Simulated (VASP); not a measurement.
The system is Os.

```xyz
1
Lattice="2.3604 0.0000 0.0000 -1.1802 2.0441 0.0000 0.0000 0.0000 2.2247" Properties=species:S:1:pos:R:3 pbc="T T T"
Os    0.0000    0.0000    0.0000
```

Base run:

```yaml
Program: VASP 6.6.1
Functional: PBE
Potentials_or_basis: VASP PAW PBE potentials, release 64 (Os_sv_GW)
Cutoff: 500 eV
k_mesh: 16 × 16 × 15
Occupations: fermi-dirac, width 0.05 eV
Spin: no spin polarisation
```

Its results: band gap on the k mesh zero (band 8 reaches 25.14 eV, above the bottom of band 9 at 17.37 eV); pressure 286.8 GPa.

**Question.** The run is repeated on the same cell with these changes: potentials or basis from VASP PAW PBE potentials, release 64 (Os_sv_GW) to VASP PAW PBE potentials, release 64 (Os); cutoff from 500 eV to 520 eV; further incar settings from ALGO = Normal; EDIFF = 1e-06; NBANDS = 14 to ALGO = Normal; EDIFF = 1e-06; NBANDS = 10; valence electrons from 16 to 8. What comes out?

**Answer.** Band gap on the k mesh zero (band 4 reaches 19.91 eV, above the bottom of band 5 at 12.00 eV); pressure 292.9 GPa.

Caveats: spin-orbit coupling is left out, which moves the levels of the heavy elements.
